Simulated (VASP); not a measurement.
Si: relaxation of cell and atoms with LDA

The system is Si.

```
Si
1.0
     0.00000    2.70083    2.70083
     2.70083    0.00000    2.70083
     2.70083    2.70083    0.00000
Si
2
Direct
  0.50000 0.50000 0.50000
  0.75000 0.75000 0.75000
```

```json
{
 "Program": "VASP 6.6.1",
 "Task": "relaxation of cell and atoms",
 "Functional": "LDA",
 "Potentials or basis": "VASP PAW LDA potentials, release 64 (Si)",
 "Cutoff": "600 eV",
 "k mesh": "12 × 12 × 12",
 "Occupations": "gaussian, width 0.01 eV",
 "Spin": "no spin polarisation",
 "Dipole correction": "no",
 "Further INCAR settings": "ALGO = Normal; EDIFF = 1e-06; IBRION = 2; EDIFFG = -0.001; NSW = 80; ISIF = 3"
}
```

| Quantity | Value |
| --- | --- |
| Relaxed volume | 19.72 Å³/atom |
| Relaxed cell | a = 3.820 Å, b = 3.820 Å, c = 3.820 Å, α = 60.00°, β = 60.00°, γ = 60.00° |
| Space group after relaxing (to 0.05 Å) | Fd-3m (No. 227) |
| Energy gained by relaxing | 0.0 meV/atom |
| Ionic steps | 3 |
| Pressure after relaxing | 0.0 GPa |
| Band gap on the k mesh | 0.44 eV, indirect (least direct gap 2.53 eV) |

Final structure:
```
CELL_PARAMETERS angstrom
0.00000 2.70148 2.70148
2.70148 0.00000 2.70148
2.70148 2.70148 0.00000
ATOMIC_POSITIONS crystal
Si 0.50000 0.50000 0.50000
Si 0.75000 0.75000 0.75000
```

Levels at points of the mesh, in eV from the valence-band top:
| k point | band 2 | band 3 | band 4 | band 5 | band 6 | band 7 |
| --- | --- | --- | --- | --- | --- | --- |
| (0.00, 0.00, 0.00) | 0.00 | 0.00 | 0.00 | 2.53 | 2.53 | 2.53 |
| (0.50, 0.00, 0.00) | -7.06 | -1.21 | -1.21 | 1.48 | 3.29 | 3.29 |
| (0.50, 0.50, 0.00) | -7.86 | -2.89 | -2.89 | 0.58 | 0.58 | 10.11 |

It took 47 s on 1 thread of AMD EPYC 7R43 64-Core Processor (Zen 3), on a shared host, peak memory 0.12 GiB.

A k mesh can miss the band edges. A hybrid or GW would open this gap; LDA tends to underestimate it.
